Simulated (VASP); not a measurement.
SrCl:

```
Sr Cl
1.0
     0.00000    2.77590    2.77590
     2.77590    0.00000    2.77590
     2.77590    2.77590    0.00000
Sr Cl
1 1
Cartesian
  2.7759 2.7759 2.7759
  0.0000 0.0000 0.0000
```

| Item | Value |
| --- | --- |
| Program | VASP 6.6.1 |
| Task | relaxation of cell and atoms |
| Functional | r2SCAN |
| Potentials or basis | VASP PAW PBE potentials, release 64 (Sr_sv, Cl) |
| Cutoff | 600 eV |
| k mesh | 6 × 6 × 6 |
| Occupations | gaussian, width 0.1 eV |
| Spin | no spin polarisation |

At the start: pressure 13.9 GPa; volume 21.39 Å³/atom.

Task: Where does the relaxation end?

Result: Over 3 steps the energy falls by 200.7 meV/atom and the volume is 27.03 Å³/atom (+26.4 %); space group Fm-3m (No. 225, to 0.1 Å) before and after.

Step by step:
```csv
step,energy change (eV),largest force (eV/Å),pressure (GPa),volume (Å³)
1,0.0000,0.0000,13.94,42.78
2,-0.3994,0.0000,-0.73,55.37
3,-0.4015,0.0000,0.22,54.06
```

Final structure:
```yaml
crystal:
  lattice:
    - [0.00000, 3.00111, 3.00111]
    - [3.00111, 0.00000, 3.00111]
    - [3.00111, 3.00111, 0.00000]
  atoms:
    - { symbol: Sr, position: [0.50000, 0.50000, 0.50000] }
    - { symbol: Cl, position: [0.00000, 0.00000, 0.00000] }
```

Caveat: the volume moved by over 15 % at a fixed basis, so the end points are rough; the PAW data sets were made with another functional, which shifts forces and pressure a little; an odd number of electrons without spin polarisation forces a metal; a magnetic or distorted state may lie lower.
